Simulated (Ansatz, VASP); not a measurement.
## One calculation of Lu2ScN3, two programs

INCAR

```
  PREC = Accurate
  ENCUT = 520
  EDIFF = 1E-6
  ISMEAR = 0
  SIGMA = 0.1
  LREAL = F
  LASPH = T
  NELM = 100
  ALGO = Normal
  ISIF = 2
  LWAVE = F
  LCHARG = T
  GGA = PE
  LELF = T
  LVHAR = T
  NBANDS = 47
```

The input KPOINTS:

```
Automatic mesh
0
Gamma
  6 6 2
```

POSCAR

```
Lu2ScN3
1.0
    4.1507613800      0.0000000000      0.0000000000
   -2.0753806900      3.5946648000      0.0000000000
    0.0000000000      0.0000000000      7.9069437300
Lu Sc N
2 1 3
Direct
    0.6666666700      0.3333333300      0.8199466100
    0.6666666700      0.3333333300      0.1800533900
    0.0000000000      0.0000000000      0.0000000000
    0.0000000000      0.0000000000      0.2174611200
    0.0000000000      0.0000000000      0.7825388800
    0.0000000000      0.0000000000      0.5000000000
```

Input for Ansatz:

```yaml
crystal:
  lattice:
    - [4.15076138, 0.0, 0.0]
    - [-2.07538069, 3.5946648, 0.0]
    - [0.0, 0.0, 7.90694373]
  atoms:
    - { symbol: Lu, position: [0.66666667, 0.33333333, 0.81994661] }
    - { symbol: Lu, position: [0.66666667, 0.33333333, 0.18005339] }
    - { symbol: Sc, position: [0.0, 0.0, 0.0] }
    - { symbol: "N", position: [0.0, 0.0, 0.21746112] }
    - { symbol: "N", position: [0.0, 0.0, 0.78253888] }
    - { symbol: "N", position: [0.0, 0.0, 0.5] }
basis:
  ecutwfc: 420
kpoints:
  mp_grid: { grid: [6, 6, 2] }
hamiltonian:
  xc: pbe
scf:
  occupations: { method: gaussian, width: 0.1 }
  lower_state_search: "off"
output:
  forces: true
  stress: true
  eigenvalues: true
```

Alike in both runs: task single point; functional PBE; k mesh 6 × 6 × 2; occupations gaussian, width 0.1 eV; no spin polarisation.

```csv
,VASP,Ansatz
version,VASP 6.6.1,Ansatz 0.2.0
potentials or method,"VASP PAW PBE potentials, release 64 (Lu, Sc_sv, N), cutoff 520 eV","scalar-relativistic, plane waves, PAW"
valence electrons in the cell,76,76
```

|  | VASP | Ansatz | Ansatz less VASP |
| --- | --- | --- | --- |
| gap on the k mesh at the Fermi level (eV) | none | none | - |
| pressure (GPa) | 14.0 | 13.5 | -0.55 |
| traceless stress, the component that is largest in VASP (GPa) | 25.11 | 24.72 | -0.386 |
| rms of the force components (eV/Å) | 3.404 | 3.353 | -0.0516 |

Atom by atom the forces differ by 0.070 eV/Å (rms over components). A gap of «none» marks a metal or a gap that the smearing closes.

The k mesh is coarse, so the values compare programs but aren't converged. Neither program's run includes spin-orbit coupling.
